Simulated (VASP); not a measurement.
# AlIr (Pm-3m) in VASP: a series of runs

AlIr is run at these levels: LDA; tasks: single point.

All numbers are computed with VASP 6.6.1; they aren't measurements. Logs are shortened: lines on timing, memory, paths and dates and some standing lists are left out, and cuts for length are marked.

### 1 The cell of the first run

Symmetry: Pm-3m, No. 221, cubic system. Conventional cell: a = 2.995 Å, b = 2.995 Å, c = 2.995 Å, α = 90.00°, β = 90.00°, γ = 90.00°. Al (site symmetry m-3m) has 8 Ir at 2.59 Å and 6 Al at 2.99 Å within 3.4 Å. Ir (site symmetry m-3m) has 8 Al at 2.59 Å and 6 Ir at 2.99 Å within 3.4 Å.

### 2 Single point, LDA

INCAR

```
SYSTEM = AlIr
PREC = Accurate
ENCUT = 520
EDIFF = 1E-7
ISMEAR = -1
SIGMA = 0.03
LREAL = .FALSE.
LASPH = .TRUE.
NELM = 60
ALGO = Normal
ISIF = 2
LWAVE = .FALSE.
LCHARG = .FALSE.
NBANDS = 13
```

KPOINTS

```
Automatic mesh
0
G
  11 11 11
  0 0 0
```

POSCAR

```
AlIr
1.0
    2.9945548500      0.0000000000      0.0000000000
    0.0000000000      2.9945548500      0.0000000000
    0.0000000000      0.0000000000      2.9945548500
Al Ir
1 1
Direct
    0.0000000000      0.0000000000      0.0000000000
    0.5000000000      0.5000000000      0.5000000000
```

Potentials or basis: VASP PAW LDA potentials, release 64 (Al, Ir).

Run with:

```sh
$ cat potpaw_LDA.64/Al/POTCAR potpaw_LDA.64/Ir/POTCAR > POTCAR
$ mpirun -np 1 vasp_std > vasp.out
```

OUTCAR:

```text
SYSTEM = AlIr
   PREC = Accurate
   ENCUT = 520
   EDIFF = 1E-7
   ISMEAR = -1
   LREAL = .FALSE.
   LASPH = .TRUE.
   NELM = 60
   ISIF = 2

 ion  position               nearest neighbor table
   1  0.000  0.000  0.000-   2 2.59   2 2.59   2 2.59   2 2.59   2 2.59   2 2.59   2 2.59   2 2.59

   2  0.500  0.500  0.500-   1 2.59   1 2.59   1 2.59   1 2.59   1 2.59   1 2.59   1 2.59   1 2.59

  LATTYP: Found a simple cubic cell.
 ALAT       =     2.9945548500

  Lattice vectors:

 A1 = (   2.9945548500,   0.0000000000,   0.0000000000)
 A2 = (   0.0000000000,   2.9945548500,   0.0000000000)
 A3 = (   0.0000000000,   0.0000000000,   2.9945548500)

Analysis of symmetry for initial positions (statically):
=====================================================================
 Subroutine PRICEL returns:
 Original cell was already a primitive cell.

 Routine SETGRP: Setting up the symmetry group for a
 simple cubic supercell.

 Subroutine GETGRP returns: Found 48 space group operations
 (whereof 48 operations were pure point group operations)
 out of a pool of 48 trial point group operations.

The static configuration has the point symmetry O_h .

Analysis of symmetry for dynamics (positions and initial velocities):
=====================================================================
 Subroutine PRICEL returns:
 Original cell was already a primitive cell.

 Routine SETGRP: Setting up the symmetry group for a
 simple cubic supercell.

 Subroutine GETGRP returns: Found 48 space group operations
 (whereof 48 operations were pure point group operations)
 out of a pool of 48 trial point group operations.

The dynamic configuration has the point symmetry O_h .

 Subroutine INISYM returns: Found 48 space group operations
 (whereof 48 operations are pure point group operations),
 and found     1 'primitive' translations

----------------------------------------------------------------------------------------

                                     Primitive cell

  volume of cell :      26.8532

  direct lattice vectors                    reciprocal lattice vectors
     2.994554850  0.000000000  0.000000000     0.333939450  0.000000000  0.000000000
     0.000000000  2.994554850  0.000000000     0.000000000  0.333939450  0.000000000
     0.000000000  0.000000000  2.994554850     0.000000000  0.000000000  0.333939450

  length of vectors
     2.994554850  2.994554850  2.994554850     0.333939450  0.333939450  0.333939450

  position of ions in fractional coordinates (direct lattice)
     0.000000000  0.000000000  0.000000000
     0.500000000  0.500000000  0.500000000

  ion indices of the primitive-cell ions
   primitive index   ion index
                 1           1
                 2           2

----------------------------------------------------------------------------------------

 KPOINTS: Automatic mesh

Automatic generation of k-mesh.
 Grid dimensions read from file:
 generate k-points for:   11   11   11

 Generating k-lattice:

  Cartesian coordinates                     Fractional coordinates (reciprocal lattice)
     0.030358132  0.000000000  0.000000000     0.090909091  0.000000000  0.000000000
     0.000000000  0.030358132  0.000000000     0.000000000  0.090909091  0.000000000
     0.000000000  0.000000000  0.030358132     0.000000000  0.000000000  0.090909091

  Length of vectors
     0.030358132  0.030358132  0.030358132

  Shift w.r.t. Gamma in fractional coordinates (k-lattice)
     0.000000000  0.000000000  0.000000000

 Subroutine IBZKPT returns following result:
 ===========================================

 Found     56 irreducible k-points:

 Following reciprocal coordinates:
            Coordinates               Weight
  0.000000  0.000000  0.000000      1.000000
  0.090909  0.000000  0.000000      6.000000
  0.181818  0.000000  0.000000      6.000000
  0.272727  0.000000  0.000000      6.000000
  0.363636  0.000000  0.000000      6.000000
  0.454545  0.000000  0.000000      6.000000
[... 16 lines left out ...]
  0.181818  0.090909  0.090909     24.000000
  0.272727  0.090909  0.090909     24.000000
 [... further k-points ...]
   k-points           NKPTS =     56   k-points in BZ     NKDIM =     56   number of bands    NBANDS=     13
   number of dos      NEDOS =    301   number of ions     NIONS =      2
   total plane-waves  NPLWV =  13824
   dimension x,y,z NGX =    24 NGY =   24 NGZ =   24
   dimension x,y,z NGXF=    48 NGYF=   48 NGZF=   48
   ions per type =               1   1
   NGX,Y,Z   is equivalent  to a cutoff of  13.32, 13.32, 13.32 a.u.
   NGXF,Y,Z  is equivalent  to a cutoff of  26.65, 26.65, 26.65 a.u.
 SYSTEM =  AlIr
   PREC   = accura    normal or accurate (medium, high low for compatibility)
   ISTART =      0    job   : 0-new  1-cont  2-samecut
   ICHARG =      2    charge: 1-file 2-atom 10-const
   ISPIN  =      1    spin polarized calculation?
   LNONCOLLINEAR =      F non collinear calculations
   LSORBIT =      F    spin-orbit coupling
   LASPH  =      T    aspherical Exc in radial PAW
   ENCUT  =  520.0 eV  38.22 Ry    6.18 a.u.   5.57  5.57  5.57*2*pi/ulx,y,z
   NELM   =     60;   NELMIN=  2; NELMDL= -5     # of ELM steps
   EDIFF  = 0.1E-06   stopping-criterion for ELM
   LREAL  =      F    real-space projection
   EDIFFG = 0.1E-05   stopping-criterion for IOM
   NSW    =      0    number of steps for IOM
   IBRION =     -1    ionic relax: 0-MD 1-quasi-New 2-CG
   NFREE  =      0    steps in history (QN), initial steepest desc. (CG)
   ISIF   =      2    stress and relaxation
   ISYM   =      2    0-nonsym 1-usesym 2-fastsym
   POTIM  = 0.5000    time-step for ionic-motion
   TEBEG  =    0.0;   TEEND  =   0.0 temperature during run
   PSTRESS=    0.0 pullay stress
   NELECT =      12.0000    total number of electrons
   NUPDOWN=      -1.0000    fix difference up-down
   EMIN   =  10.00;   EMAX   =-10.00  energy-range for DOS
   EFERMI =   0.00;   METHOD = LEGACY
   ISMEAR =    -1;   SIGMA  =   0.03  broadening in eV -4-tet -1-fermi 0-gaus
   EFERMI_NEDOS =   21; number of points for ismear=-14 and -15
   IALGO  =     38    algorithm
   IMIX   =      4    mixing-type and parameters
     AMIX     =   0.40;   BMIX     =  1.00
     AMIX_MAG =   1.60;   BMIX_MAG =  1.00
  volume/ion in A,a.u.               =      13.43        90.61
  Fermi-wavevector in a.u.,A,eV,Ry     =   1.251612  2.365203 21.313962  1.566532
  Thomas-Fermi vector in A             =   2.385551
   LORBIT       =      0    0 simple, 1 ext, 2 COOP (PROOUT), +10 PAW based schemes
   GGA     = CA    functional components
   LHFCALC =     F    Hartree Fock is set to
   AEXX    =    0.0000 exact exchange contribution
   IVDW    =     0    specifies the selected vdW correction
   LEPSILON=     F    determine dielectric tensor
   LRPA    =     F    only Hartree local field effects (RPA)
 non-spin polarized calculation
  energy-cutoff  :      520.00
  volume of cell :       26.85
 maximum number of plane-waves:       739
 NGX is ok and might be reduce to    24
   NGX = 11   NGY = 11   NGZ = 11

 number of electron      12.0000000 magnetization

 Free energy of the ion-electron system (eV)
  ---------------------------------------------------
  ext. energy  EPLUGINS =         0.00000000
  ---------------------------------------------------
  free energy    TOTEN  =       -16.45225582 eV

  energy without entropy =      -16.45166723  energy(sigma->0) =      -16.45196152

 E-fermi :  10.6507     XC(G=0): -12.8022

 val. band max:       10.6018058240   @ k =   0.4545   0.4545   0.0909
 cond. band min:      10.8017539808   @ k =   0.4545   0.3636   0.0000
 fundamental gap:      0.1999481568
 Fermi energy:        10.6506800518

 k-point     1 :       0.0000    0.0000    0.0000
  band No.  band energies     occupation
      1      -1.5456      2.00000
      2       4.8453      2.00000
      3       4.8453      2.00000
      4       8.9066      2.00000
      5       8.9066      2.00000
      6       8.9066      2.00000
      7      14.9385      0.00000
      8      14.9385      0.00000
      9      14.9385      0.00000
     10      20.6272      0.00000
     11      20.6272      0.00000
     12      22.1099      0.00000
     13      29.1454      0.00000

 k-point     2 :       0.0909    0.0000    0.0000
  band No.  band energies     occupation
      1      -1.3791      2.00000
      2       4.8996      2.00000
      3       4.9124      2.00000
      4       8.6923      2.00000
      5       8.6923      2.00000
      6       8.9283      2.00000
      7      14.1530      0.00000
      8      15.2750      0.00000
      9      15.2750      0.00000
     10      20.2094      0.00000
     11      21.0372      0.00000
     12      22.8280      0.00000
     13      28.5717      0.00000

 k-point     3 :       0.1818    0.0000    0.0000
  band No.  band energies     occupation
      1      -0.8931      2.00000
      2       5.0397      2.00000
      3       5.0506      2.00000
      4       8.1952      2.00000
      5       8.1952      2.00000
      6       8.9871      2.00000
      7      12.7013      0.00000
      8      16.1373      0.00000
      9      16.1373      0.00000
     10      19.2335      0.00000
     11      21.4080      0.00000
     12      24.9445      0.00000
     13      27.1019      0.00000
[... 305 lines left out ...]
 k-point    23 :       0.1818    0.0909    0.0909
  band No.  band energies     occupation
      1      -0.5716      2.00000
      2       5.1819      2.00000
      3       5.1846      2.00000
      4       7.9034      2.00000
      5       8.0146      2.00000
      6       8.5868      2.00000
      7      13.2836      0.00000
      8      15.4960      0.00000
      9      15.5881      0.00000
     10      20.1140      0.00000
     11      22.0391      0.00000
     12      25.1962      0.00000
     13      25.9584      0.00000

 k-point    24 :       0.2727    0.0909    0.0909
  band No.  band energies     occupation
      1       0.1802      2.00000
      2       5.1125      2.00000
      3       5.3941      2.00000
      4       7.4336      2.00000
      5       7.5069      2.00000
      6       8.6756      2.00000
      7      11.9848      0.00000
      8      16.4256      0.00000
      9      16.5187      0.00000
     10      19.2799      0.00000
     11      22.7765      0.00000
     12      24.0253      0.00000
     13      25.4598      0.00000

 [... further k-points ...]

------------------------ aborting loop because EDIFF is reached ----------------------------------------

  FORCE on cell =-STRESS in cart. coord.  units (eV):
  Direction    XX          YY          ZZ          XY          YZ          ZX
  --------------------------------------------------------------------------------------
  -------------------------------------------------------------------------------------
  Total       -0.8716007     -0.8716007     -0.8716007      0.0000000      0.0000000      0.0000000
  in kB      -52.0033512    -52.0033512    -52.0033512      0.0000000      0.0000000      0.0000000
  external PRESSURE =     -52.0033512 kB  Pullay stress =       0.0000000 kB

 VOLUME and BASIS-vectors are now :
 -----------------------------------------------------------------------------
  energy-cutoff  :      520.00
  volume of cell :       26.85
      direct lattice vectors                 reciprocal lattice vectors
     2.994554850  0.000000000  0.000000000     0.333939450  0.000000000  0.000000000
     0.000000000  2.994554850  0.000000000     0.000000000  0.333939450  0.000000000
     0.000000000  0.000000000  2.994554850     0.000000000  0.000000000  0.333939450

 POSITION                                       TOTAL-FORCE (eV/Angst)
 -----------------------------------------------------------------------------------
      0.00000      0.00000      0.00000         0.000000      0.000000      0.000000
      1.49728      1.49728      1.49728         0.000000      0.000000      0.000000
 -----------------------------------------------------------------------------------
    total drift:                                0.000000     -0.000000     -0.000000

  FREE ENERGIE OF THE ION-ELECTRON SYSTEM (eV)
  ---------------------------------------------------
  free  energy   TOTEN  =       -16.4522558156 eV

  energy  without entropy=      -16.4516672253  energy(sigma->0) =      -16.45196152
```

It took 10 s on 1 thread of Intel Xeon 8259CL, shared host; peak memory 0.14 GiB.

What came out:

```yaml
Free_energy: -16.4523 eV
Pressure: -5.2 GPa
Band_gap_on_the_k_mesh: zero (bands 6 and 7 overlap by 1.27 eV)
```

Caveat: the cell stands under tension; spin-orbit coupling is left out, which moves the levels of the heavy elements.

### 3 Single point, LDA, collinear spin, zero start

INCAR

```
SYSTEM = AlIr
  PREC = Accurate
  ENCUT = 520
  EDIFF = 1E-7
  ISMEAR = -1
  SIGMA = 0.03
  LREAL = .False.
  LASPH = .True.
  NELM = 150
  ALGO = Normal
  ISIF = 2
  LWAVE = .False.
  LCHARG = .False.
  ISPIN = 2
  MAGMOM = 0 0
  LORBIT = 11
  NUPDOWN = 0.0
  LMAXMIX = 4
  NBANDS = 17
```

KPOINTS

```
Automatic mesh
0
Gamma
  11 11 11
  0 0 0
```

POSCAR is that of step 2.

Potentials or basis: VASP PAW LDA potentials, release 64 (Al, Ir).

Run with:

```sh
$ cat potpaw_LDA.64/Al/POTCAR potpaw_LDA.64/Ir/POTCAR > POTCAR
$ mpirun -np 1 vasp_std > vasp.out
```

OUTCAR:

```text
SYSTEM = AlIr
   PREC = Accurate
   ENCUT = 520
   EDIFF = 1E-7
   ISMEAR = -1
   LREAL = .False.
   LASPH = .True.
   NELM = 150
   ISIF = 2
   ISPIN = 2
   LORBIT = 11
   NUPDOWN = 0.0

 ion  position               nearest neighbor table
   1  0.000  0.000  0.000-   2 2.59   2 2.59   2 2.59   2 2.59   2 2.59   2 2.59   2 2.59   2 2.59

   2  0.500  0.500  0.500-   1 2.59   1 2.59   1 2.59   1 2.59   1 2.59   1 2.59   1 2.59   1 2.59

  LATTYP: Found a simple cubic cell.
 ALAT       =     2.9945548500

  Lattice vectors:

 A1 = (   2.9945548500,   0.0000000000,   0.0000000000)
 A2 = (   0.0000000000,   2.9945548500,   0.0000000000)
 A3 = (   0.0000000000,   0.0000000000,   2.9945548500)

Analysis of symmetry for initial positions (statically):
=====================================================================
 Subroutine PRICEL returns:
 Original cell was already a primitive cell.

 Routine SETGRP: Setting up the symmetry group for a
 simple cubic supercell.

 Subroutine GETGRP returns: Found 48 space group operations
 (whereof 48 operations were pure point group operations)
 out of a pool of 48 trial point group operations.

The static configuration has the point symmetry O_h .

Analysis of symmetry for dynamics (positions and initial velocities):
=====================================================================
 Subroutine PRICEL returns:
 Original cell was already a primitive cell.

 Routine SETGRP: Setting up the symmetry group for a
 simple cubic supercell.

 Subroutine GETGRP returns: Found 48 space group operations
 (whereof 48 operations were pure point group operations)
 out of a pool of 48 trial point group operations.

The dynamic configuration has the point symmetry O_h .

Analysis of structural, dynamic, and magnetic symmetry:
=====================================================================
 Subroutine PRICEL returns:
 Original cell was already a primitive cell.

 Routine SETGRP: Setting up the symmetry group for a
 simple cubic supercell.

 Subroutine GETGRP returns: Found 48 space group operations
[... 150 lines left out ...]

  energy without entropy =      -16.45166729  energy(sigma->0) =      -16.45196157

 E-fermi :  10.6506     XC(G=0): -12.8022

 val. band max:       10.6016859481   @ k =   0.4545   0.4545   0.0909
 cond. band min:      10.8016486377   @ k =   0.4545   0.3636   0.0000
 fundamental gap:      0.1999626896
 Fermi energy:        10.6505588627

 spin component 1

 k-point     1 :       0.0000    0.0000    0.0000
  band No.  band energies     occupation
      1      -1.5455      1.00000
      2       4.8452      1.00000
      3       4.8452      1.00000
      4       8.9065      1.00000
      5       8.9065      1.00000
      6       8.9065      1.00000
[... 459 lines left out ...]
      6       8.6755      1.00000
[... 9 lines left out ...]
     16      30.5056      0.00000
     17      30.6486      0.00000

 [... further k-points ...]

 spin component 2

 k-point     1 :       0.0000    0.0000    0.0000
  band No.  band energies     occupation
      1      -1.5455      1.00000
      2       4.8452      1.00000
      3       4.8452      1.00000
      4       8.9065      1.00000
      5       8.9065      1.00000
      6       8.9065      1.00000
[... 459 lines left out ...]
      6       8.6755      1.00000
[... 9 lines left out ...]
     16      30.5056      0.00000
     17      30.6486      0.00000

 [... further k-points ...]

------------------------ aborting loop because EDIFF is reached ----------------------------------------

  FORCE on cell =-STRESS in cart. coord.  units (eV):
  Direction    XX          YY          ZZ          XY          YZ          ZX
  --------------------------------------------------------------------------------------
  -------------------------------------------------------------------------------------
  Total       -0.8704493     -0.8704493     -0.8704493     -0.0000000     -0.0000000      0.0000000
  in kB      -51.9346515    -51.9346515    -51.9346515     -0.0000000     -0.0000000      0.0000000
  external PRESSURE =     -51.9346515 kB  Pullay stress =       0.0000000 kB

 VOLUME and BASIS-vectors are now :
 -----------------------------------------------------------------------------
  energy-cutoff  :      520.00
  volume of cell :       26.85
      direct lattice vectors                 reciprocal lattice vectors
     2.994554850  0.000000000  0.000000000     0.333939450  0.000000000  0.000000000
     0.000000000  2.994554850  0.000000000     0.000000000  0.333939450  0.000000000
     0.000000000  0.000000000  2.994554850     0.000000000  0.000000000  0.333939450

 POSITION                                       TOTAL-FORCE (eV/Angst)
 -----------------------------------------------------------------------------------
      0.00000      0.00000      0.00000         0.000000      0.000000      0.000000
      1.49728      1.49728      1.49728         0.000000      0.000000      0.000000
 -----------------------------------------------------------------------------------
    total drift:                                0.000000     -0.000000     -0.000000

  FREE ENERGIE OF THE ION-ELECTRON SYSTEM (eV)
  ---------------------------------------------------
  free  energy   TOTEN  =       -16.4522558493 eV

  energy  without entropy=      -16.4516672869  energy(sigma->0) =      -16.45196157

 total charge

# of ion       s       p       d       tot
------------------------------------------
    1        0.370   0.418   0.000   0.788
    2        0.643   0.663   7.286   8.591
--------------------------------------------------
tot          1.013   1.081   7.286   9.379

 magnetization (x)

# of ion       s       p       d       tot
------------------------------------------
    1       -0.000  -0.000   0.000  -0.000
    2       -0.000  -0.000  -0.000  -0.000
--------------------------------------------------
tot         -0.000  -0.000  -0.000  -0.000
```

stdout:

```text
POSCAR found type information on POSCAR AlIr
 POSCAR found :  2 types and       2 ions
 scaLAPACK will be used
 LDA part: xc-table for (Slater(with rela. corr.)+CA(PZ))
 , standard interpolation
 POSCAR, INCAR and KPOINTS ok, starting setup
 FFT: planning ... GRIDC
 FFT: planning ... GRID_SOFT
 FFT: planning ... GRID
 WAVECAR not read
 entering main loop
```

Wall time 26 s (1 thread of Intel Xeon 8259CL, shared host); peak memory 0.16 GiB.

What came out:

```
Free energy                                           : -16.4523 eV
Pressure                                              : -5.2 GPa
Net moment                                            : 0.00 μB per cell
Valence electrons inside the program's atomic spheres : Al 0.79; Ir 8.59
```

Caveat: the cell stands under tension; spin-orbit coupling is left out, which moves the levels of the heavy elements; the total moment is fixed, so each spin has its own Fermi level.
